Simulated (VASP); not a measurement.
# N (P2_13) in VASP: a series of runs

N is run at these levels: PBEsol; tasks: electric field gradients.

All numbers are computed with VASP 6.6.1; they aren't measurements. Logs are shortened: lines on timing, memory, paths and dates and some standing lists are left out, and cuts for length are marked.

### Step 1. The cell of the first run

The structure is cubic, space group P2_13 (No. 198). Conventional cell: a = 5.668 Å, b = 5.668 Å, c = 5.668 Å, α = 90.00°, β = 90.00°, γ = 90.00°. N (site symmetry 3) has 12 N at 3.79 to 4.27 Å within 5.0 Å.

### Step 2. Electric field gradients, PBEsol (45.52 Å³/atom)

INCAR

```
SYSTEM = N
  PREC = Accurate
  ENCUT = 520
  EDIFF = 1E-8
  ISMEAR = -1
  SIGMA = 0.02
  LREAL = .FALSE.
  LASPH = .TRUE.
  NELM = 60
  ALGO = Normal
  ISIF = 2
  LWAVE = .FALSE.
  LCHARG = .FALSE.
  GGA = PS
  LEFG = .TRUE.
  NBANDS = 18
```

KPOINTS

```
Automatic mesh
0
G
  4 4 4
  0 0 0
```

POSCAR

```
N
1.0
    5.6677675797      0.0000000000      0.0000000000
    0.0000000000      5.6677675797      0.0000000000
    0.0000000000      0.0000000000      5.6677675797
N
4
Direct
    0.0300000000      0.0300000000      0.0300000000
    0.4700000000      0.9700000000      0.5300000000
    0.5300000000      0.4700000000      0.9700000000
    0.9700000000      0.5300000000      0.4700000000
```

Potentials or basis: VASP PAW PBE potentials, release 64 (N).

On the command line:

```bash
cat potpaw_PBE.64/N/POTCAR > POTCAR
mpirun -np 1 vasp_std > vasp.out
```

OUTCAR:

```text
SYSTEM = N
   PREC = Accurate
   ENCUT = 520
   EDIFF = 1E-8
   ISMEAR = -1
   LREAL = .FALSE.
   LASPH = .TRUE.
   NELM = 60
   ISIF = 2
   GGA = PS

 ion  position               nearest neighbor table
   1  0.030  0.030  0.030-
   2  0.470  0.970  0.530-
   3  0.530  0.470  0.970-
   4  0.970  0.530  0.470-

  LATTYP: Found a simple cubic cell.
 ALAT       =     5.6677675797

  Lattice vectors:

 A1 = (   5.6677675797,   0.0000000000,   0.0000000000)
 A2 = (   0.0000000000,   5.6677675797,   0.0000000000)
 A3 = (   0.0000000000,   0.0000000000,   5.6677675797)

Analysis of symmetry for initial positions (statically):
=====================================================================
 Subroutine PRICEL returns:
 Original cell was already a primitive cell.

 Routine SETGRP: Setting up the symmetry group for a
 simple cubic supercell.

 Subroutine GETGRP returns: Found 12 space group operations
 (whereof  3 operations were pure point group operations)
 out of a pool of 48 trial point group operations.

The static configuration has the point symmetry C_3 .
 The point group associated with its full space group is T   .

Analysis of symmetry for dynamics (positions and initial velocities):
=====================================================================
 Subroutine PRICEL returns:
 Original cell was already a primitive cell.

 Routine SETGRP: Setting up the symmetry group for a
 simple cubic supercell.

 Subroutine GETGRP returns: Found 12 space group operations
 (whereof  3 operations were pure point group operations)
 out of a pool of 48 trial point group operations.

The dynamic configuration has the point symmetry C_3 .
 The point group associated with its full space group is T   .

 Subroutine INISYM returns: Found 12 space group operations
 (whereof  3 operations are pure point group operations),
 and found     1 'primitive' translations

----------------------------------------------------------------------------------------

[... 123 lines left out ...]
  ext. energy  EPLUGINS =         0.00000000
  ---------------------------------------------------
  free energy    TOTEN  =        -2.51289589 eV

  energy without entropy =       -2.47335427  energy(sigma->0) =       -2.49312508

 E-fermi :  -5.4687     XC(G=0):  -5.0658

 val. band max:       -5.4687423147   @ k =   0.5000   0.5000   0.0000
 cond. band min:      -5.4626985906   @ k =   0.2500   0.2500   0.0000
 fundamental gap:      0.0060437241
 Fermi energy:        -5.4686889031

 k-point     1 :       0.0000    0.0000    0.0000
  band No.  band energies     occupation
      1     -17.1269      2.00000
      2     -16.9334      2.00000
      3     -16.9334      2.00000
      4     -16.9334      2.00000
      5      -5.9298      2.00000
      6      -5.9298      2.00000
[... 208 lines left out ...]
      5      -6.0157      2.00000
      6      -6.0157      2.00000
[... 10 lines left out ...]
     17       4.1756      0.00000
     18       4.1756      0.00000

------------------------ aborting loop because EDIFF is reached ----------------------------------------

  FORCE on cell =-STRESS in cart. coord.  units (eV):
  Direction    XX          YY          ZZ          XY          YZ          ZX
  --------------------------------------------------------------------------------------
  -------------------------------------------------------------------------------------
  Total       -4.5934914     -4.5934914     -4.5934914      0.0000000      0.0000000     -0.0000000
  in kB      -40.4219619    -40.4219619    -40.4219619      0.0000000      0.0000000     -0.0000000
  external PRESSURE =     -40.4219619 kB  Pullay stress =       0.0000000 kB

 VOLUME and BASIS-vectors are now :
 -----------------------------------------------------------------------------
  energy-cutoff  :      520.00
  volume of cell :      182.07
      direct lattice vectors                 reciprocal lattice vectors
     5.667767580  0.000000000  0.000000000     0.176436310  0.000000000  0.000000000
     0.000000000  5.667767580  0.000000000     0.000000000  0.176436310  0.000000000
     0.000000000  0.000000000  5.667767580     0.000000000  0.000000000  0.176436310

 POSITION                                       TOTAL-FORCE (eV/Angst)
 -----------------------------------------------------------------------------------
      0.17003      0.17003      0.17003         0.222603      0.222603      0.222603
      2.66385      5.49773      3.00392        -0.222603     -0.222603      0.222603
      3.00392      2.66385      5.49773         0.222603     -0.222603     -0.222603
      5.49773      3.00392      2.66385        -0.222603      0.222603     -0.222603
 -----------------------------------------------------------------------------------
    total drift:                                0.000000      0.000000      0.000000

  FREE ENERGIE OF THE ION-ELECTRON SYSTEM (eV)
  ---------------------------------------------------
  free  energy   TOTEN  =        -2.5128958929 eV

  energy  without entropy=       -2.4733542654  energy(sigma->0) =       -2.49312508

 Electric field gradients (V/A^2)
---------------------------------------------------------------------
 ion       V_xx      V_yy      V_zz      V_xy      V_xz      V_yz
---------------------------------------------------------------------
   1      -0.000    -0.000     0.000    -2.988    -2.988    -2.988
   2       0.000    -0.000     0.000    -2.988     2.988     2.988
   3      -0.000    -0.000     0.000     2.988     2.988    -2.988
   4       0.000    -0.000     0.000     2.988    -2.988     2.988
---------------------------------------------------------------------

 Electric field gradients after diagonalization (V/A^2)
 (convention: |V_zz| > |V_xx| > |V_yy|)
----------------------------------------------------------------------
 ion       V_xx      V_yy      V_zz     asymmetry (V_yy - V_xx)/ V_zz
----------------------------------------------------------------------
   1       2.988     2.988    -5.976       0.000
   2       2.988     2.988    -5.976       0.000
   3       2.988     2.988    -5.976       0.000
   4       2.988     2.988    -5.976       0.000
----------------------------------------------------------------------

           NMR quadrupolar parameters

 Cq : quadrupolar parameter    Cq=e*Q*V_zz/h
 eta: asymmetry parameters     (V_yy - V_xx)/ V_zz
 Q  : nuclear electric quadrupole moment in mb (millibarn)
----------------------------------------------------------------------
 ion       Cq(MHz)       eta       Q (mb)
----------------------------------------------------------------------
   1      -0.014       0.000       1.000
   2      -0.014       0.000       1.000
   3      -0.014       0.000       1.000
   4      -0.014       0.000       1.000
----------------------------------------------------------------------
```

Run time: 43 s. Hardware: 1 thread of Intel Xeon 8259CL, shared host; peak memory 0.25 GiB.

Results:

```
Free energy                             : -2.5129 eV
Pressure                                : -4.0 GPa
Largest force                           : 0.386 eV/Å
Band gap on the k mesh                  : zero (bands 10 and 11 overlap by 0.15 eV)
Largest electric field gradient by atom : N -6.0 V/Å²
```

Forces on the atoms (eV/Å):
```
N    0.223  0.223  0.223
N   -0.223 -0.223  0.223
N    0.223 -0.223 -0.223
N   -0.223  0.223 -0.223
```

Electric field gradients, principal values (V/Å²):
```tsv
atom	least	middle	greatest (by size)
1 N	2.988	2.988	-5.976
2 N	2.988	2.988	-5.976
3 N	2.988	2.988	-5.976
4 N	2.988	2.988	-5.976
```

Caveat: the cell stands under tension; without QUAD_EFG the Cq values of the log hold for a quadrupole moment of 1 mb, not for the nuclei; the PAW data sets were made with another functional, which shifts forces and pressure a little.

### Step 3. Electric field gradients, PBEsol (46.87 Å³/atom)

This run uses another cell than the first one, of 46.87 Å³/atom.

INCAR

```
SYSTEM = N
PREC     = Accurate       ! precision mode
ENCUT    = 520            ! plane-wave cutoff, eV
EDIFF    = 1E-8           ! SCF threshold, eV
ISMEAR   = -1             ! smearing method
SIGMA    = 0.02           ! smearing width, eV
LREAL    = .FALSE.        ! projectors in reciprocal space
LASPH    = .TRUE.         ! aspherical terms in the spheres
NELM     = 100            ! most SCF steps
ALGO     = Normal         ! electronic algorithm
ISIF     = 2              ! what is computed and relaxed
LWAVE    = .FALSE.        ! write WAVECAR
LCHARG   = .FALSE.        ! write CHGCAR
GGA      = PS             ! functional
LEFG     = .TRUE.       
NBANDS   = 18             ! bands
```

KPOINTS is that of step 2.

POSCAR

```
N
1.0
    5.7233374722      0.0000000000      0.0000000000
    0.0000000000      5.7233374722      0.0000000000
    0.0000000000      0.0000000000      5.7233374722
N
4
Direct
    0.0300000000      0.0300000000      0.0300000000
    0.4700000000      0.9700000000      0.5300000000
    0.5300000000      0.4700000000      0.9700000000
    0.9700000000      0.5300000000      0.4700000000
```

Potentials or basis: VASP PAW PBE potentials, release 64 (N).

On the command line:

```bash
cat potpaw_PBE.64/N/POTCAR > POTCAR
mpirun -np 1 vasp_std > vasp.out
```

OUTCAR:

```text
SYSTEM = N
   PREC = Accurate
   ENCUT = 520
   EDIFF = 1E-8
   ISMEAR = -1
   LREAL = .FALSE.
   LASPH = .TRUE.
   NELM = 100
   ISIF = 2
   GGA = PS

 ion  position               nearest neighbor table
   1  0.030  0.030  0.030-
   2  0.470  0.970  0.530-
   3  0.530  0.470  0.970-
   4  0.970  0.530  0.470-

  LATTYP: Found a simple cubic cell.
 ALAT       =     5.7233374722

  Lattice vectors:

 A1 = (   5.7233374722,   0.0000000000,   0.0000000000)
 A2 = (   0.0000000000,   5.7233374722,   0.0000000000)
 A3 = (   0.0000000000,   0.0000000000,   5.7233374722)

Analysis of symmetry for initial positions (statically):
=====================================================================
 Subroutine PRICEL returns:
 Original cell was already a primitive cell.

 Routine SETGRP: Setting up the symmetry group for a
 simple cubic supercell.

 Subroutine GETGRP returns: Found 12 space group operations
 (whereof  3 operations were pure point group operations)
 out of a pool of 48 trial point group operations.

The static configuration has the point symmetry C_3 .
 The point group associated with its full space group is T   .

Analysis of symmetry for dynamics (positions and initial velocities):
=====================================================================
 Subroutine PRICEL returns:
 Original cell was already a primitive cell.

 Routine SETGRP: Setting up the symmetry group for a
 simple cubic supercell.

 Subroutine GETGRP returns: Found 12 space group operations
 (whereof  3 operations were pure point group operations)
 out of a pool of 48 trial point group operations.

The dynamic configuration has the point symmetry C_3 .
 The point group associated with its full space group is T   .

 Subroutine INISYM returns: Found 12 space group operations
 (whereof  3 operations are pure point group operations),
 and found     1 'primitive' translations

----------------------------------------------------------------------------------------

                                     Primitive cell

  volume of cell :     187.4770

  direct lattice vectors                    reciprocal lattice vectors
     5.723337472  0.000000000  0.000000000     0.174723228  0.000000000  0.000000000
     0.000000000  5.723337472  0.000000000     0.000000000  0.174723228  0.000000000
     0.000000000  0.000000000  5.723337472     0.000000000  0.000000000  0.174723228

  length of vectors
     5.723337472  5.723337472  5.723337472     0.174723228  0.174723228  0.174723228

  position of ions in fractional coordinates (direct lattice)
     0.030000000  0.030000000  0.030000000
     0.470000000  0.970000000  0.530000000
     0.530000000  0.470000000  0.970000000
     0.970000000  0.530000000  0.470000000

  ion indices of the primitive-cell ions
   primitive index   ion index
                 1           1
                 2           2
                 3           3
[... 71 lines left out ...]
   NUPDOWN=      -1.0000    fix difference up-down
   EMIN   =  10.00;   EMAX   =-10.00  energy-range for DOS
   EFERMI =   0.00;   METHOD = LEGACY
   ISMEAR =    -1;   SIGMA  =   0.02  broadening in eV -4-tet -1-fermi 0-gaus
   EFERMI_NEDOS =   21; number of points for ismear=-14 and -15
   IALGO  =     38    algorithm
   IMIX   =      4    mixing-type and parameters
     AMIX     =   0.40;   BMIX     =  1.00
     AMIX_MAG =   1.60;   BMIX_MAG =  1.00
  volume/ion in A,a.u.               =      46.87       316.29
  Fermi-wavevector in a.u.,A,eV,Ry     =   0.776430  1.467239  8.202178  0.602843
  Thomas-Fermi vector in A             =   1.878906
   LORBIT       =      0    0 simple, 1 ext, 2 COOP (PROOUT), +10 PAW based schemes
   GGA     = PS    functional components
   LHFCALC =     F    Hartree Fock is set to
   AEXX    =    0.0000 exact exchange contribution
   IVDW    =     0    specifies the selected vdW correction
   LEPSILON=     F    determine dielectric tensor
   LRPA    =     F    only Hartree local field effects (RPA)
 non-spin polarized calculation
  energy-cutoff  :      520.00
  volume of cell :      187.48
 maximum number of plane-waves:      5070
 NGX is ok and might be reduce to    48
   NGX = 21   NGY = 21   NGZ = 21

 number of electron      19.9999998 magnetization

 Free energy of the ion-electron system (eV)
  ---------------------------------------------------
  ext. energy  EPLUGINS =         0.00000000
  ---------------------------------------------------
  free energy    TOTEN  =        -2.38296385 eV

  energy without entropy =       -2.34121823  energy(sigma->0) =       -2.36209104

 E-fermi :  -5.5162     XC(G=0):  -4.9731

 val. band max:       -5.5399814053   @ k =   0.0000   0.0000   0.0000
 cond. band min:      -5.5154131754   @ k =   0.5000   0.5000   0.0000
 fundamental gap:      0.0245682299
 Fermi energy:        -5.5162018108

 k-point     1 :       0.0000    0.0000    0.0000
  band No.  band energies     occupation
      1     -17.1569      2.00000
      2     -16.9796      2.00000
      3     -16.9796      2.00000
      4     -16.9796      2.00000
      5      -5.9515      2.00000
      6      -5.9515      2.00000
[... 208 lines left out ...]
      5      -6.0321      2.00000
      6      -6.0321      2.00000
[... 10 lines left out ...]
     17       4.0499      0.00000
     18       4.0499      0.00000

------------------------ aborting loop because EDIFF is reached ----------------------------------------

  FORCE on cell =-STRESS in cart. coord.  units (eV):
  Direction    XX          YY          ZZ          XY          YZ          ZX
  --------------------------------------------------------------------------------------
  -------------------------------------------------------------------------------------
  Total       -4.3917985     -4.3917985     -4.3917985      0.0000000      0.0000000     -0.0000000
  in kB      -37.5322777    -37.5322777    -37.5322777      0.0000000      0.0000000     -0.0000000
  external PRESSURE =     -37.5322777 kB  Pullay stress =       0.0000000 kB

 VOLUME and BASIS-vectors are now :
 -----------------------------------------------------------------------------
  energy-cutoff  :      520.00
  volume of cell :      187.48
      direct lattice vectors                 reciprocal lattice vectors
     5.723337472  0.000000000  0.000000000     0.174723228  0.000000000  0.000000000
     0.000000000  5.723337472  0.000000000     0.000000000  0.174723228  0.000000000
     0.000000000  0.000000000  5.723337472     0.000000000  0.000000000  0.174723228

 POSITION                                       TOTAL-FORCE (eV/Angst)
 -----------------------------------------------------------------------------------
      0.17170      0.17170      0.17170         0.211475      0.211475      0.211475
      2.68997      5.55164      3.03337        -0.211475     -0.211475      0.211475
      3.03337      2.68997      5.55164         0.211475     -0.211475     -0.211475
      5.55164      3.03337      2.68997        -0.211475      0.211475     -0.211475
 -----------------------------------------------------------------------------------
    total drift:                                0.000000      0.000000      0.000000

  FREE ENERGIE OF THE ION-ELECTRON SYSTEM (eV)
  ---------------------------------------------------
  free  energy   TOTEN  =        -2.3829638538 eV

  energy  without entropy=       -2.3412182281  energy(sigma->0) =       -2.36209104

 Electric field gradients (V/A^2)
---------------------------------------------------------------------
 ion       V_xx      V_yy      V_zz      V_xy      V_xz      V_yz
---------------------------------------------------------------------
   1      -0.000     0.000    -0.000    -2.849    -2.849    -2.849
   2      -0.000     0.000    -0.000    -2.849     2.849     2.849
   3      -0.000     0.000    -0.000     2.849     2.849    -2.849
   4      -0.000     0.000    -0.000     2.849    -2.849     2.849
---------------------------------------------------------------------

 Electric field gradients after diagonalization (V/A^2)
 (convention: |V_zz| > |V_xx| > |V_yy|)
----------------------------------------------------------------------
 ion       V_xx      V_yy      V_zz     asymmetry (V_yy - V_xx)/ V_zz
----------------------------------------------------------------------
   1       2.849     2.849    -5.698       0.000
   2       2.849     2.849    -5.698       0.000
   3       2.849     2.849    -5.698       0.000
   4       2.849     2.849    -5.698       0.000
----------------------------------------------------------------------

           NMR quadrupolar parameters

 Cq : quadrupolar parameter    Cq=e*Q*V_zz/h
 eta: asymmetry parameters     (V_yy - V_xx)/ V_zz
 Q  : nuclear electric quadrupole moment in mb (millibarn)
----------------------------------------------------------------------
 ion       Cq(MHz)       eta       Q (mb)
----------------------------------------------------------------------
   1      -0.014       0.000       1.000
   2      -0.014       0.000       1.000
   3      -0.014       0.000       1.000
   4      -0.014       0.000       1.000
----------------------------------------------------------------------
```

Run time: 55 s. Hardware: 1 thread of Intel Xeon 8259CL, shared host; peak memory 0.31 GiB.

Results:

| Quantity | Value |
| --- | --- |
| Free energy | -2.3830 eV |
| Pressure | -3.8 GPa |
| Largest force | 0.366 eV/Å |
| Band gap on the k mesh | zero (bands 10 and 11 overlap by 0.14 eV) |
| Largest electric field gradient by atom | N -5.7 V/Å² |

Forces in eV/Å, atoms in the order of the input:
```
N    0.211  0.211  0.211
N   -0.211 -0.211  0.211
N    0.211 -0.211 -0.211
N   -0.211  0.211 -0.211
```

Electric field gradients, principal values (V/Å²):
```csv
atom,least,middle,greatest (by size)
1 N,2.849,2.849,-5.698
2 N,2.849,2.849,-5.698
3 N,2.849,2.849,-5.698
4 N,2.849,2.849,-5.698
```

Caveat: the cell stands under tension; without QUAD_EFG the Cq values of the log hold for a quadrupole moment of 1 mb, not for the nuclei; the PAW data sets were made with another functional, which shifts forces and pressure a little.
